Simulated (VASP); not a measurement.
Here is a VASP 6.6.1 calculation.

INCAR

```
SYSTEM = BP
ALGO = Normal ; EDIFF = 1E-6
ENCUT = 520 ; GGA = PS
ISIF = 2 ; ISMEAR = 0
LASPH = .True. ; LCHARG = .True.
LELF = .True. ; LREAL = .False.
LVHAR = .True. ; LWAVE = .False.
NBANDS = 11 ; NELM = 100
PREC = Accurate ; SIGMA = 0.05
```

The input KPOINTS:

```
k-points
0
Gamma
  12 12 12
  0 0 0
```

POSCAR

```
BP
1.0
    0.0000000000      2.2448860267      2.2448860267
    2.2448860267      0.0000000000      2.2448860267
    2.2448860267      2.2448860267      0.0000000000
B P
1 1
Direct
    0.0000000000      0.0000000000      0.0000000000
    0.7500000000      0.7500000000      0.7500000000
```

Potentials or basis: VASP PAW PBE potentials, release 64 (B, P).

Run with:

```sh
$ cat potpaw_PBE.64/B/POTCAR potpaw_PBE.64/P/POTCAR > POTCAR
$ mpirun -np 1 vasp_std > vasp.out
```

Question: Predict the band gap on the k mesh.

Answer: 1.08 eV, indirect (least direct gap 3.41 eV).

Question: Estimate the pressure.

Answer: 3.7 GPa.

Caveat: the PAW data sets were made with another functional, which shifts forces and pressure a little. A k mesh can miss the band edges.
